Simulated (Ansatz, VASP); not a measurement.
# Two plane-wave programs on Fe3Ge

```xyz
4
Lattice="3.6605 0.0000 0.0000 0.0000 3.6605 0.0000 0.0000 0.0000 3.6605" Properties=species:S:1:pos:R:3 pbc="T T T"
Fe    0.0000    1.8303    1.8303
Fe    1.8303    1.8303    0.0000
Fe    1.8303    0.0000    1.8303
Ge    0.0000    0.0000    0.0000
```

Alike in both runs: task relaxation of cell and atoms; functional PBEsol; dispersion D3(BJ); k mesh 6 × 6 × 6; occupations fermi-dirac, width 0.1 eV; collinear spin.

|  | VASP | Ansatz |
| --- | --- | --- |
| version | VASP 6.6.1 | Ansatz 0.2.0 |
| potentials or method | VASP PAW PBE potentials, release 64 (Fe, Ge_d), cutoff 600 eV | plane waves, PAW |
| valence electrons in the cell | 38 | 62 |

```tsv
	VASP	Ansatz	Ansatz less VASP
net moment per atom (μB)	1.51	1.51	-0.004
size of the moment on the site where the two differ most (μB)	0.12	0.09	-0.027
relaxed volume (Å³/atom)	11.20	11.20	-0.006
relaxed cell length with the largest relative difference (Å)	3.552	3.551	-0.0007
```

VASP's potentials were made for PBE, not for PBEsol. Site moments also hang on the region over which each program counts them. VASP's potentials hold 38 valence electrons a cell and Ansatz's 62, so a difference there can come from the potentials and not from the codes. Ansatz's warnings: given moment on shells.
